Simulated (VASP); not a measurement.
Wanted: the native input for a VASP 6.6.1 run.

| Quantity | Value |
| --- | --- |
| Task | single point |
| Functional | PBE |
| Potentials or basis | VASP PAW PBE potentials, release 64 (Si, I) |
| Cutoff | 520 eV |
| k mesh | 4 × 4 × 4 |
| Occupations | gaussian, width 0.1 eV |
| Spin | no spin polarisation |
| Dipole correction | no |
| Further INCAR settings | ALGO = Normal; EDIFF = 1e-06; NBANDS = 24 |

The structure of Si2I lies in POSCAR:

```
Si2I
1.0
    6.0322486750      0.0000000000      0.0000000000
    0.0000000000      6.2159229135      0.0000000000
    0.0000000000      0.0000000000      4.0601673774
Si I
4 2
Direct
    0.2250000000      0.8250000000      0.5000000000
    0.7250000000      0.6750000000      0.0000000000
    0.7750000000      0.1750000000      0.5000000000
    0.2750000000      0.3250000000      0.0000000000
    0.5000000000      0.5000000000      0.5000000000
    0.0000000000      0.0000000000      0.0000000000
```

One way to write it, as run:

INCAR

```
PREC = Accurate
ENCUT = 520
EDIFF = 1E-6
ISMEAR = 0
SIGMA = 0.1
LREAL = F
LASPH = T
NELM = 60
ALGO = Normal
ISIF = 2
LWAVE = F
LCHARG = T
GGA = PE
LELF = T
LVHAR = T
NBANDS = 24
```

KPOINTS

```
Automatic mesh
0
Gamma
  4 4 4
```

Potentials or basis: VASP PAW PBE potentials, release 64 (Si, I).

Command:

```sh
$ cat potpaw_PBE.64/Si/POTCAR potpaw_PBE.64/I/POTCAR > POTCAR
$ mpirun -np 1 vasp_std > vasp.out
```

It gave:

```
Pressure               : 10.1 GPa
Largest force          : 0.601 eV/Å
Band gap on the k mesh : zero (band 15 reaches 7.10 eV, above the bottom of band 16 at 5.42 eV)
```

Caveat: the k points lie up to 0.39 Å⁻¹ apart; spin-orbit coupling is left out, which moves the levels of the heavy elements.

Wall time 55 s on 1 thread of Intel(R) Xeon(R) Platinum 8375C CPU @ 2.90GHz (Ice Lake), on a shared host, peak memory 0.27 GiB.
